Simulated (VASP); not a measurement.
Write the native input for VASP 6.6.1 that does the following.

```
Task                   : single point
Functional             : PBE
Potentials or basis    : VASP PAW PBE potentials, release 64 (Ta_pv, O)
Cutoff                 : 520 eV
k mesh                 : 10 × 10 × 6
Occupations            : gaussian, width 0.1 eV
Spin                   : no spin polarisation
Dipole correction      : no
Further INCAR settings : ALGO = Normal; EDIFF = 1e-06; NBANDS = 33
```

The structure of Ta4O lies in POSCAR:

```
Ta4O
1.0
    3.2574970000      0.0000000000      0.0000000000
    0.0000000000      3.2574970000      0.0000000000
    0.0000000000      0.0000000000      7.4093410000
Ta O
4 1
Direct
    0.0000000000      0.0000000000      0.5000000000
    0.5000000000      0.5000000000      0.7831580000
    0.5000000000      0.5000000000      0.2168420000
    0.0000000000      0.0000000000      0.0000000000
    0.5000000000      0.5000000000      0.5000000000
```

These files were run (other wordings do the same):

INCAR

```
SYSTEM = Ta4O
PREC = Accurate ; ENCUT = 520
EDIFF = 1E-6 ; ISMEAR = 0
SIGMA = 0.1 ; LREAL = .False.
LASPH = .True. ; NELM = 100
ALGO = Normal ; ISIF = 2
LWAVE = .False. ; LCHARG = .False.
GGA = PE ; NBANDS = 33
```

KPOINTS

```
Automatic mesh
0
Gamma
  10 10 6
  0 0 0
```

Potentials or basis: VASP PAW PBE potentials, release 64 (Ta_pv, O).

Command:

```bash
$ cat potpaw_PBE.64/Ta_pv/POTCAR potpaw_PBE.64/O/POTCAR > POTCAR
$ mpirun -np 1 vasp_std > vasp.out
```

Results of the run:

```yaml
Pressure: -0.6 GPa
Largest_force: 0.026 eV/Å
Band_gap_on_the_k_mesh: zero (bands 25 and 26 overlap by 0.90 eV)
```

Caveat: spin-orbit coupling is left out, which moves the levels of the heavy elements.

It took 2.3 min on 1 thread of Intel(R) Xeon(R) Platinum 8259CL CPU @ 2.50GHz (Skylake/Cascade Lake) (shared host), peak memory 0.29 GiB.
